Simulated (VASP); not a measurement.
# MgCd3O4 (Cmmm) in VASP: notebook, part 2 of 2

VASP 6.6.1.

## Step 3: Single point, PBE, collinear spin, ferromagnetic start

INCAR

```
ALGO = Normal
EDIFF = 1E-6
ENCUT = 520
GGA = PE
ISIF = 2
ISMEAR = 0
ISPIN = 2
LASPH = T
LCHARG = T
LELF = T
LORBIT = 11
LREAL = F
LVHAR = T
LWAVE = F
MAGMOM = 0 0 0 0 1 1 1 1
NBANDS = 45
NELM = 150
PREC = Accurate
SIGMA = 0.1
```

KPOINTS

```
k-points
0
Gamma
  4 4 6
```

POSCAR

```
MgCd3O4
1.0
    3.3001728000     -4.6678028000      0.0000000000
    3.3001728000      4.6678028000      0.0000000000
    0.0000000000      0.0000000000      3.2862608000
Mg Cd O
1 3 4
Direct
    0.5000000000      0.5000000000      0.5000000000
    0.0000000000      0.5000000000      0.0000000000
    0.0000000000      0.0000000000      0.5000000000
    0.5000000000      0.0000000000      0.0000000000
    0.7316240000      0.7316240000      0.0000000000
    0.7359300000      0.2640700000      0.5000000000
    0.2640700000      0.7359300000      0.5000000000
    0.2683760000      0.2683760000      0.0000000000
```

Potentials or basis: VASP PAW PBE potentials, release 64 (Mg, Cd, O).

Started as:

```bash
> cat potpaw_PBE.64/Mg/POTCAR potpaw_PBE.64/Cd/POTCAR potpaw_PBE.64/O/POTCAR > POTCAR
> mpirun -np 1 vasp_std > vasp.out
```

OUTCAR:

```text
EDIFF = 1E-6
   ENCUT = 520
   GGA = PE
   ISIF = 2
   ISMEAR = 0
   ISPIN = 2
   LASPH = T
   LORBIT = 11
   LREAL = F
   NELM = 150
   PREC = Accurate

 ion  position               nearest neighbor table
   1  0.500  0.500  0.500-   6 2.20   7 2.20   5 2.24   8 2.24   5 2.24   8 2.24   2 3.30   4 3.30
                             2 3.30   4 3.30   4 3.30   4 3.30   2 3.30   2 3.30   3 3.30   3 3.30
   2  0.000  0.500  0.000-   6 2.33   7 2.33   6 2.33   7 2.33   5 2.34   8 2.34   1 3.30   3 3.30
                             1 3.30   3 3.30   3 3.30   3 3.30   1 3.30   1 3.30   4 3.30   4 3.30
   3  0.000  0.000  0.500-   5 2.42   8 2.42   5 2.42   8 2.42   7 2.47   6 2.47   2 3.30   4 3.30
                             2 3.30   4 3.30   2 3.30   2 3.30   4 3.30   4 3.30   1 3.30   1 3.30
   4  0.500  0.000  0.000-   6 2.33   7 2.33   6 2.33   7 2.33   5 2.34   8 2.34   1 3.30   3 3.30
                             1 3.30   3 3.30   1 3.30   1 3.30   3 3.30   3 3.30   2 3.30   2 3.30
   5  0.732  0.732  0.000-   1 2.24   1 2.24   4 2.34   2 2.34   3 2.42   3 2.42
   6  0.736  0.264  0.500-   1 2.20   2 2.33   4 2.33   2 2.33   4 2.33   3 2.47
   7  0.264  0.736  0.500-   1 2.20   2 2.33   4 2.33   2 2.33   4 2.33   3 2.47
   8  0.268  0.268  0.000-   1 2.24   1 2.24   4 2.34   2 2.34   3 2.42   3 2.42

  LATTYP: Found a base centered orthorhombic cell.
 ALAT       =     6.6003456000
 B/A-ratio  =     1.4144116332
 C/A-ratio  =     0.4978922316

  Lattice vectors:

 A1 = (   3.3001728000,  -4.6678028000,   0.0000000000)
 A2 = (   3.3001728000,   4.6678028000,   0.0000000000)
 A3 = (   0.0000000000,   0.0000000000,   3.2862608000)

Analysis of symmetry for initial positions (statically):
=====================================================================
 Subroutine PRICEL returns:
 Original cell was already a primitive cell.

 Routine SETGRP: Setting up the symmetry group for a
 base centered orthorhombic supercell.

 Subroutine GETGRP returns: Found  8 space group operations
 (whereof  8 operations were pure point group operations)
 out of a pool of  8 trial point group operations.

The static configuration has the point symmetry D_2h.

[... 1309 lines left out ...]
      2     -14.3869      1.00000
      3     -14.3578      1.00000
      4     -14.3040      1.00000
      5      -5.4468      1.00000
      6      -5.3681      1.00000
[... 1093 lines left out ...]
     42      12.3089      0.00000
     43      13.3612      0.00000

 [... further k-points ...]

 [bands above 43 left out]

------------------------ aborting loop because EDIFF is reached ----------------------------------------

  FORCE on cell =-STRESS in cart. coord.  units (eV):
  Direction    XX          YY          ZZ          XY          YZ          ZX
  --------------------------------------------------------------------------------------
  -------------------------------------------------------------------------------------
  Total        0.6407784      0.5847629      0.6270861      0.0000000      0.0000000      0.0000000
  in kB       10.1399831      9.2535667      9.9233094      0.0000000      0.0000000      0.0000000
  external PRESSURE =       9.7722864 kB  Pullay stress =       0.0000000 kB

 VOLUME and BASIS-vectors are now :
 -----------------------------------------------------------------------------
  energy-cutoff  :      520.00
  volume of cell :      101.25
      direct lattice vectors                 reciprocal lattice vectors
     3.300172800 -4.667802800  0.000000000     0.151507218 -0.107116779  0.000000000
     3.300172800  4.667802800  0.000000000     0.151507218  0.107116779  0.000000000
     0.000000000  0.000000000  3.286260800     0.000000000  0.000000000  0.304297212

 POSITION                                       TOTAL-FORCE (eV/Angst)
 -----------------------------------------------------------------------------------
      3.30017      0.00000      1.64313         0.000000      0.000000      0.000000
      1.65009      2.33390      0.00000         0.000000      0.000000      0.000000
      0.00000      0.00000      1.64313        -0.000000      0.000000      0.000000
      1.65009     -2.33390      0.00000         0.000000      0.000000      0.000000
      4.82897      0.00000      0.00000        -0.077813      0.000000     -0.000000
      3.30017     -2.20255      1.64313         0.000000      0.057490      0.000000
      3.30017      2.20255      1.64313         0.000000     -0.057490     -0.000000
      1.77137      0.00000      0.00000         0.077813      0.000000      0.000000
 -----------------------------------------------------------------------------------
    total drift:                                0.000000      0.000000      0.000000

  FREE ENERGIE OF THE ION-ELECTRON SYSTEM (eV)
  ---------------------------------------------------
  free  energy   TOTEN  =       -34.6277414748 eV

  energy  without entropy=      -34.6253912082  energy(sigma->0) =      -34.62656634

 total charge

# of ion       s       p       d       tot
------------------------------------------
    1        0.127   0.124   0.048   0.300
    2        0.340   0.270   9.656  10.266
    3        0.328   0.230   9.638  10.196
    4        0.340   0.270   9.656  10.266
    5        1.564   3.382   0.000   4.946
    6        1.569   3.379   0.000   4.948
    7        1.569   3.379   0.000   4.948
    8        1.564   3.382   0.000   4.946
--------------------------------------------------
tot          7.402  14.418  28.998  50.817

 magnetization (x)

# of ion       s       p       d       tot
------------------------------------------
    1        0.000   0.000  -0.000   0.000
    2        0.000   0.000  -0.000   0.000
    3        0.000   0.000  -0.000   0.000
    4        0.000   0.000  -0.000   0.000
    5        0.000   0.000   0.000   0.000
    6        0.000   0.000   0.000   0.000
    7        0.000   0.000   0.000   0.000
    8        0.000   0.000   0.000   0.000
--------------------------------------------------
tot          0.000   0.000  -0.000   0.000
```

OSZICAR:

```text
N       E                     dE             d eps       ncg     rms          rms(c)
DAV:   1     0.529459741267E+03    0.52946E+03   -0.32827E+04  5040   0.139E+03
DAV:   2    -0.485526608061E+01   -0.53432E+03   -0.50177E+03  5480   0.378E+02
DAV:   3    -0.404849891239E+02   -0.35630E+02   -0.35242E+02  5851   0.105E+02
DAV:   4    -0.407964894958E+02   -0.31150E+00   -0.31117E+00  5486   0.104E+01
DAV:   5    -0.407975928987E+02   -0.11034E-02   -0.11034E-02  5448   0.582E-01    0.222E+01
DAV:   6    -0.344570108324E+02    0.63406E+01   -0.19671E+01  7314   0.538E+01    0.161E+01
DAV:   7    -0.347274242528E+02   -0.27041E+00   -0.46230E+00  5213   0.128E+01    0.867E+00
DAV:   8    -0.346506746431E+02    0.76750E-01   -0.72036E-01  5658   0.477E+00    0.275E+00
DAV:   9    -0.346297187435E+02    0.20956E-01   -0.82573E-02  5909   0.212E+00    0.934E-01
DAV:  10    -0.346279457386E+02    0.17730E-02   -0.19324E-02  5302   0.750E-01    0.307E-01
DAV:  11    -0.346277163329E+02    0.22941E-03   -0.14263E-03  5688   0.246E-01    0.127E-01
DAV:  12    -0.346276966254E+02    0.19707E-04   -0.82700E-04  5629   0.155E-01    0.561E-02
DAV:  13    -0.346277340279E+02   -0.37403E-04   -0.63692E-05  5592   0.556E-02    0.239E-02
DAV:  14    -0.346277398410E+02   -0.58131E-05   -0.19264E-05  5330   0.258E-02    0.108E-02
DAV:  15    -0.346277412851E+02   -0.14441E-05   -0.26541E-06  4814   0.983E-03    0.365E-03
DAV:  16    -0.346277414748E+02   -0.18963E-06   -0.28123E-07  2790   0.360E-03
   1 F= -.34627741E+02 E0= -.34626566E+02  d E =-.235027E-02  mag=     0.0000
```

stdout:

```text
POSCAR found type information on POSCAR MgCdO
 POSCAR found :  3 types and       8 ions
 scaLAPACK will be used
 LDA part: xc-table for (Slater+PW92), standard interpolation
 POSCAR, INCAR and KPOINTS ok, starting setup
 FFT: planning ... GRIDC
 FFT: planning ... GRID_SOFT
 FFT: planning ... GRID
 WAVECAR not read
 entering main loop
```

It took 7.1 min on 1 thread of Oxide Virtual Turin-like, shared host; peak memory 0.35 GiB.

What came out:

```yaml
Free_energy: -34.6277 eV
Pressure: 1.0 GPa
Largest_force: 0.078 eV/Å
Net_moment: 0.00 μB per cell
Valence_electrons_inside_the_program's_atomic_spheres: Mg 0.30; Cd 10.27, 10.20; O 4.95
```

Forces on the atoms (eV/Å):
```
Mg   0.000  0.000  0.000
Cd   0.000  0.000  0.000
Cd   0.000  0.000  0.000
Cd   0.000  0.000  0.000
O   -0.078  0.000  0.000
O    0.000  0.057  0.000
O    0.000 -0.057  0.000
O    0.078  0.000  0.000
```
